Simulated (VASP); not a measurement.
Wanted: the native input for a VASP 6.6.1 run.

- Task: single point
- Functional: LDA
- Potentials or basis: VASP PAW LDA potentials, release 64 (Cd, S)
- Cutoff: 520 eV
- k mesh: 6 × 6 × 4
- Occupations: gaussian, width 0.02 eV
- Spin: no spin polarisation
- Dipole correction: no
- Further INCAR settings: ALGO = Normal; EDIFF = 1e-07; NBANDS = 26

The structure of CdS (dlda) lies in POSCAR:

```
CdS
1.0
    4.0744095621      0.0000000000      0.0000000000
   -2.0372047810      3.5285421862      0.0000000000
    0.0000000000      0.0000000000      6.6375634320
Cd S
2 2
Direct
    0.6666666667      0.3333333333      0.5004406314
    0.3333333333      0.6666666667      0.0004406314
    0.6666666667      0.3333333333      0.8765593686
    0.3333333333      0.6666666667      0.3765593686
```

One way to write it, as run:

INCAR

```
PREC = Accurate ; ENCUT = 520
EDIFF = 1E-7 ; ISMEAR = 0
SIGMA = 0.02 ; LREAL = F
LASPH = T ; NELM = 100
ALGO = Normal ; ISIF = 2
LWAVE = F ; LCHARG = F
GGA = CA ; NBANDS = 26
```

KPOINTS

```
regular mesh
0
Gamma
  6 6 4
```

Potentials or basis: VASP PAW LDA potentials, release 64 (Cd, S).

Run with:

```console
$ cat potpaw_LDA.64/Cd/POTCAR potpaw_LDA.64/S/POTCAR > POTCAR
$ mpirun -np 1 vasp_std > vasp.out
```

Results of the run:

```json
{
 "Pressure": "0.5 GPa",
 "Band gap on the k mesh": "1.05 eV, direct"
}
```

It took 36 s on 1 thread of AMD EPYC 9R45 96-Core Processor (Zen 5), on a shared host, peak memory 0.16 GiB.
